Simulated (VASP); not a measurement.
## Al: relaxation of cell and atoms with PBE

The system is Al.

```xyz
1
Lattice="-1.1960 1.1960 1.1960 1.1960 -1.1960 1.1960 1.1960 1.1960 -1.1960" Properties=species:S:1:pos:R:3 pbc="T T T"
Al    0.0000    0.0000    0.0000
```

```
Program                : VASP 6.6.1
Task                   : relaxation of cell and atoms
Functional             : PBE
Potentials or basis    : VASP PAW PBE potentials, release 64 (Al)
Cutoff                 : 600 eV
k mesh                 : 22 × 22 × 22
Occupations            : fermi-dirac, width 0.08 eV
Spin                   : no spin polarisation
Target pressure        : 400 GPa
Dipole correction      : no
Further INCAR settings : ALGO = Normal; EDIFF = 1e-06; IBRION = 2; EDIFFG = -0.005; NSW = 32; ISIF = 3
```

The relaxed volume is 6.87 Å³/atom and the relaxed cell is a = 2.074 Å, b = 2.074 Å, c = 2.074 Å, α = 109.47°, β = 109.47°, γ = 109.47°. The space group after relaxing (to 0.05 Å) is Im-3m (No. 229). The energy change on relaxing (the enthalpy is what falls) is -57.4 meV/atom. The ionic steps are 3 and the pressure after relaxing is 400.0 GPa.

Step by step:
```
step  energy change (eV)  largest force (eV/Å)  pressure (GPa)  volume (Å³)
   1              0.0000                0.0000          404.07         6.84
   2             -0.4218                0.0000          374.15         7.02
   3             -0.0574                0.0000          399.98         6.87
```

Final structure:
```
Al
1.0
    -1.19734    1.19734    1.19734
     1.19734   -1.19734    1.19734
     1.19734    1.19734   -1.19734
Al
1
Direct
  0.00000 0.00000 0.00000
```

Levels at points of the mesh, in eV from the Fermi level:
```tsv
k point	band 1	band 2	band 3	band 4	band 5
(0.00, 0.00, 0.00)	-18.03	20.35	20.35	20.35	25.28
(0.50, 0.00, 0.00)	-7.35	-5.09	10.85	18.01	19.12
(0.50, 0.50, 0.50)	0.84	0.84	5.48	5.48	5.48
```

Run time: 36 s on 1 thread of Intel Xeon 8259CL, with other jobs on the host, peak memory 0.1 GiB.

Caveat: the cell is relaxed towards a set pressure, so the enthalpy falls and the energy may rise.
